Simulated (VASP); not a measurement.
A run of VASP 6.6.1 is set up as follows.

INCAR

```
PREC     = Accurate       # precision mode
ENCUT    = 500            # plane-wave cutoff, eV
EDIFF    = 1E-6           # SCF threshold, eV
ISMEAR   = 0              # smearing method
SIGMA    = 0.01           # smearing width, eV
LREAL    = F              # projectors in reciprocal space
LASPH    = T              # aspherical terms in the spheres
NELM     = 120            # most SCF steps
ALGO     = Normal         # electronic algorithm
ISIF     = 2              # what is computed and relaxed
LWAVE    = F              # write WAVECAR
LCHARG   = F              # write CHGCAR
GGA      = PE             # functional
NBANDS   = 17             # bands
GGA_COMPAT= F
```

File KPOINTS:

```
Automatic mesh
0
Gamma
  5 5 5
```

The input POSCAR:

```
TlCl
1.0
    3.9009829413      0.0000000000      0.0000000000
    0.0000000000      3.9009829413      0.0000000000
    0.0000000000      0.0000000000      3.9009829413
Tl Cl
1 1
Direct
    0.0000000000      0.0000000000      0.0000000000
    0.5000000000      0.5000000000      0.5000000000
```

Potentials or basis: VASP PAW PBE potentials, release 64 (Tl_d, Cl).

Run with:

```bash
$ cat potpaw_PBE.64/Tl_d/POTCAR potpaw_PBE.64/Cl/POTCAR > POTCAR
$ mpirun -np 1 vasp_std > vasp.out
```

(1) What does it give for the pressure?

(2) Estimate the band gap on the k mesh.

Answers

(1) -0.1 GPa.

(2) 2.94 eV, direct.

Caveat: spin-orbit coupling is left out, which moves the levels of the heavy elements.
